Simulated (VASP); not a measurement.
# Ti (Im-3m) in VASP: settings compared, part 2 of 2

VASP 6.6.1. Earlier steps stand in the parts before.

**6. Relaxation of cell and atoms, BLYP+D3(BJ)**

This run uses another cell than the first one, of 17.68 Å³/atom.

INCAR

```
SYSTEM = Ti
AGGAC = 1.0 ; AGGAX = 1.0
ALDAC = 0.0 ; ALDAX = 1.0
ALGO = Normal ; EDIFF = 1E-7
EDIFFG = -0.01 ; ENCUT = 500
GGA = B5 ; GGA_COMPAT = .FALSE.
IBRION = 2 ; ISIF = 3
ISMEAR = -1 ; IVDW = 12
LASPH = .TRUE. ; LCHARG = .FALSE.
LREAL = .FALSE. ; LWAVE = .FALSE.
NELM = 120 ; NELMIN = 4
NSW = 80 ; PREC = Accurate
SIGMA = 0.15 ; VDW_A1 = 0.4298
VDW_A2 = 4.2359 ; VDW_S6 = 1.0
VDW_S8 = 2.6996
```

KPOINTS

```
k-points
0
G
  12 12 12
  0 0 0
```

POSCAR

```
Ti
1.0
   -1.6410000000      1.6410000000      1.6410000000
    1.6410000000     -1.6410000000      1.6410000000
    1.6410000000      1.6410000000     -1.6410000000
Ti
1
Direct
    0.0000000000      0.0000000000      0.0000000000
```

Potentials or basis: VASP PAW PBE potentials, release 64 (Ti_sv).

Run with:

```bash
> cat potpaw_PBE.64/Ti_sv/POTCAR > POTCAR
> mpirun -np 1 vasp_std > vasp.out
```

OUTCAR:

```text
SYSTEM = Ti
   EDIFF = 1E-7
   EDIFFG = -0.01
   ENCUT = 500
   GGA = B5
   IBRION = 2
   ISIF = 3
   ISMEAR = -1
   IVDW = 12
   LASPH = .TRUE.
   LREAL = .FALSE.
   NELM = 120
   NELMIN = 4
   NSW = 80
   PREC = Accurate
 IVDW          = 12

 ion  position               nearest neighbor table
   1  0.000  0.000  0.000-

  LATTYP: Found a body centered cubic cell.
 ALAT       =     3.2820000000

  Lattice vectors:

 A1 = (  -1.6410000000,   1.6410000000,   1.6410000000)
 A2 = (   1.6410000000,  -1.6410000000,   1.6410000000)
 A3 = (   1.6410000000,   1.6410000000,  -1.6410000000)

Analysis of symmetry for initial positions (statically):
=====================================================================
 Subroutine PRICEL returns:
 Original cell was already a primitive cell.

[... 215 lines left out ...]

 k-point     1 :       0.0000    0.0000    0.0000
  band No.  band energies     occupation
      1     -45.2980      2.00000
      2     -21.0067      2.00000
      3     -21.0067      2.00000
      4     -21.0067      2.00000
      5       4.6593      2.00000
      6      11.7780      0.00164
      7      11.7780      0.00164
      8      11.7780      0.00164
      9      13.9716      0.00000
     10      13.9716      0.00000
[... 337 lines left out ...]
--------------------------------------- Ionic step        3  -------------------------------------------

 number of electron      12.0000000 magnetization

 Free energy of the ion-electron system (eV)
  ---------------------------------------------------
  ext. energy  EPLUGINS =         0.00000000
  ---------------------------------------------------
  free energy    TOTEN  =        -6.63400114 eV

  energy without entropy =       -6.49057284  energy(sigma->0) =       -6.56228699

 E-fermi :   9.8519     XC(G=0): -11.5109

 val. band max:        9.8449949665   @ k =  -0.2500   0.3333   0.0833
 cond. band min:       9.8599536748   @ k =   0.2500   0.2500   0.0000
 fundamental gap:      0.0149587083
 Fermi energy:         9.8518721714

 k-point     1 :       0.0000    0.0000    0.0000
  band No.  band energies     occupation
      1     -46.2550      2.00000
      2     -22.1071      2.00000
      3     -22.1071      2.00000
      4     -22.1071      2.00000
      5       3.8862      2.00000
      6      10.8661      0.00231
      7      10.8661      0.00231
      8      10.8661      0.00231
      9      12.8782      0.00000
     10      12.8782      0.00000
[... 331 lines left out ...]
  FREE ENERGIE OF THE ION-ELECTRON SYSTEM (eV)
  ---------------------------------------------------
  free  energy   TOTEN  =        -8.2435937137 eV

  energy  without entropy=       -8.1001654123  energy(sigma->0) =       -8.17187956

 reached required accuracy - stopping structural energy minimisation
```

CONTCAR:

```text
Ti
   1.00000000000000
    -1.5682225427245662    1.5682225427245662    1.5682225427245662
     1.5682225427245662   -1.5682225427245662    1.5682225427245662
     1.5682225427245662    1.5682225427245662   -1.5682225427245662
  Ti
     1
Direct
     0.0000000000000000    0.0000000000000000    0.0000000000000000

  0.00000000E+00  0.00000000E+00  0.00000000E+00
```

Run time: 48 s. Hardware: 1 thread of Intel Xeon 6975P-C (Granite Rapids), shared host; peak memory 0.16 GiB.

What came out:

```
Free energy                           : -8.2436 eV
Relaxed volume                        : 15.43 Å³/atom
Relaxed cell                          : a = 2.716 Å, b = 2.716 Å, c = 2.716 Å, α = 109.47°, β = 109.47°, γ = 109.47°
Space group after relaxing (to 0.1 Å) : Im-3m (No. 229)
Energy gained by relaxing             : 98.4 meV/atom
Ionic steps                           : 3
Pressure after relaxing               : -0.1 GPa
Band gap on the k mesh                : zero (bands 6 and 7 overlap by 1.65 eV)
Dispersion energy per atom            : -1.610 eV
```

Step by step:
| step | energy change (eV) | largest force (eV/Å) | pressure (GPa) | volume (Å³) |
| --- | --- | --- | --- | --- |
| 1 | 0.0000 | 0.0000 | -12.65 | 17.68 |
| 2 | -0.0676 | 0.0000 | 9.61 | 14.34 |
| 3 | -0.0984 | 0.0000 | -0.09 | 15.43 |

Final structure:
```cif
data_structure
_symmetry_space_group_name_H-M 'P 1'
_symmetry_Int_Tables_number 1
_cell_length_a 2.7162
_cell_length_b 2.7162
_cell_length_c 2.7162
_cell_angle_alpha 109.471
_cell_angle_beta 109.471
_cell_angle_gamma 109.471
_cell_volume 15.43
loop_
_atom_site_label
_atom_site_type_symbol
_atom_site_fract_x
_atom_site_fract_y
_atom_site_fract_z
_atom_site_occupancy
Ti1 Ti 0.00000 0.00000 0.00000 1
```

Caveat: the PAW data sets were made with another functional, which shifts forces and pressure a little.

**7. Relaxation of cell and atoms, LDA**

This run uses another cell than the first one, of 17.68 Å³/atom.

INCAR

```
SYSTEM = Ti
PREC = Accurate
ENCUT = 500
EDIFF = 1E-7
ISMEAR = -1
SIGMA = 0.15
LREAL = .FALSE.
LASPH = .TRUE.
NELM = 120
ALGO = Normal
ISIF = 3
LWAVE = .FALSE.
LCHARG = .FALSE.
IBRION = 2
NSW = 80
EDIFFG = -0.01
GGA_COMPAT = .FALSE.
NELMIN = 4
```

KPOINTS

```
regular mesh
0
G
  12 12 12
  0 0 0
```

POSCAR is that of step 6.

Potentials or basis: VASP PAW LDA potentials, release 64 (Ti_sv).

Run with:

```bash
> cat potpaw_LDA.64/Ti_sv/POTCAR > POTCAR
> mpirun -np 1 vasp_std > vasp.out
```

Run time: 24 s. Hardware: 1 thread of Intel Xeon 6975P-C (Granite Rapids), shared host; peak memory 0.14 GiB.

It converged, with:

```yaml
Free_energy: -8.5381 eV
Relaxed_volume: 15.97 Å³/atom
Relaxed_cell: a = 2.748 Å, b = 2.748 Å, c = 2.748 Å, α = 109.47°, β = 109.47°, γ = 109.47°
Space_group_after_relaxing_to_0.1_Å: Im-3m (No. 229)
Energy_gained_by_relaxing: 57.6 meV/atom
Ionic_steps: 3
Pressure_after_relaxing: 0.0 GPa
Band_gap_on_the_k_mesh: zero (bands 6 and 7 overlap by 1.65 eV)
```

Step by step:
```tsv
step	energy change (eV)	largest force (eV/Å)	pressure (GPa)	volume (Å³)
1	0.0000	0.0000	-10.01	17.68
2	-0.0343	0.0000	8.10	15.00
3	-0.0576	0.0000	-0.04	15.97
```

Final structure:
```
Ti
1.0
    -1.58641    1.58641    1.58641
     1.58641   -1.58641    1.58641
     1.58641    1.58641   -1.58641
Ti
1
Direct
  0.00000 0.00000 0.00000
```

Levels at points of the mesh, in eV from the Fermi level:
```
           k point  band 3  band 4  band 5  band 6  band 7  band 8  band 9  band 10
(0.00, 0.00, 0.00)  -31.78  -31.78   -6.03    1.02    1.02    1.02    2.99     2.99
(0.50, 0.00, 0.00)  -32.06  -31.79   -2.66   -0.52    1.53    2.99    3.38     4.74
(0.50, 0.50, 0.50)  -32.40  -32.40   -2.40   -2.40    4.34    4.34    4.34     9.11
```

**8. The runs side by side**

| task | level | potentials or basis | cell | gap on the mesh (eV) | pressure (GPa) | relaxed volume (Å³/atom) |
| --- | --- | --- | --- | --- | --- | --- |
| single point | BLYP+D3(BJ) | VASP PAW PBE potentials, release 64 (Ti_sv) | a = 2.717 Å, angles 109.5°, 1 atom | none | -0.2 | - |
| single point | LDA | VASP PAW LDA potentials, release 64 (Ti_sv) | a = 2.748 Å, angles 109.5°, 1 atom | none | -0.2 | - |
| single point | PBEsol | VASP PAW PBE potentials, release 64 (Ti_sv) | a = 2.788 Å, angles 109.5°, 1 atom | none | -0.3 | - |
| relaxation of cell and atoms | PBEsol | VASP PAW PBE potentials, release 64 (Ti_sv) | relaxed from a = 2.842 Å, angles 109.5°, 1 atom | none | 0.0 | 16.64 |
| relaxation of cell and atoms | BLYP+D3(BJ) | VASP PAW PBE potentials, release 64 (Ti_sv) | relaxed from a = 2.842 Å, angles 109.5°, 1 atom | none | -0.1 | 15.43 |
| relaxation of cell and atoms | LDA | VASP PAW LDA potentials, release 64 (Ti_sv) | relaxed from a = 2.842 Å, angles 109.5°, 1 atom | none | 0.0 | 15.97 |

Alike in all rows: no spin polarisation; k mesh 12 × 12 × 12; cutoff (eV) 500; smearing fermi-dirac 0.15 eV.

Caveats: the PAW data sets were made with another functional, which shifts forces and pressure a little (at least some runs).

Absolute energies hang on the potentials; compare differences alone.
